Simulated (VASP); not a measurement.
Write the native input for VASP 6.6.1 that does the following.

| Item | Value |
| --- | --- |
| Task | single point |
| Functional | PBEsol |
| Potentials or basis | VASP PAW PBE potentials, release 64 (Li_sv) |
| Cutoff | 520 eV |
| k mesh | 15 × 15 × 8 |
| Occupations | fermi-dirac, width 0.08 eV |
| Spin | no spin polarisation |
| Dipole correction | no |
| Further INCAR settings | ALGO = Normal; EDIFF = 1e-07; NBANDS = 10 |

The structure of Li lies in POSCAR:

```
Li
1.0
    3.1110021516      0.0000000000      0.0000000000
   -1.5555010758      2.6942068945      0.0000000000
    0.0000000000      0.0000000000      5.0420700000
Li
2
Direct
    0.3333333333      0.6666666667      0.2500000000
    0.6666666667      0.3333333333      0.7500000000
```

This isn't the form of Li at room conditions, which is bcc.

This cell differs from its parent crystal: zz strain of -1 %.

These files were run (other wordings do the same):

INCAR

```
PREC = Accurate ; ENCUT = 520
EDIFF = 1E-7 ; ISMEAR = -1
SIGMA = 0.08 ; LREAL = F
LASPH = T ; NELM = 100
ALGO = Normal ; ISIF = 2
LWAVE = F ; LCHARG = F
GGA = PS ; NBANDS = 10
```

KPOINTS

```
Automatic mesh
0
Gamma
  15 15 8
```

Potentials or basis: VASP PAW PBE potentials, release 64 (Li_sv).

The run is started by

```sh
$ cat potpaw_PBE.64/Li_sv/POTCAR > POTCAR
$ mpirun -np 1 vasp_std > vasp.out
```

Results of the run:

```
Band gap on the k mesh : zero (bands 3 and 4 overlap by 4.49 eV)
```

Caveat: the cell differs from its parent crystal (zz strain of -1 %).

Wall time 17 s on 1 thread of Intel(R) Xeon(R) Platinum 8559C (Emerald Rapids), with other jobs on the host, peak memory 0.17 GiB.
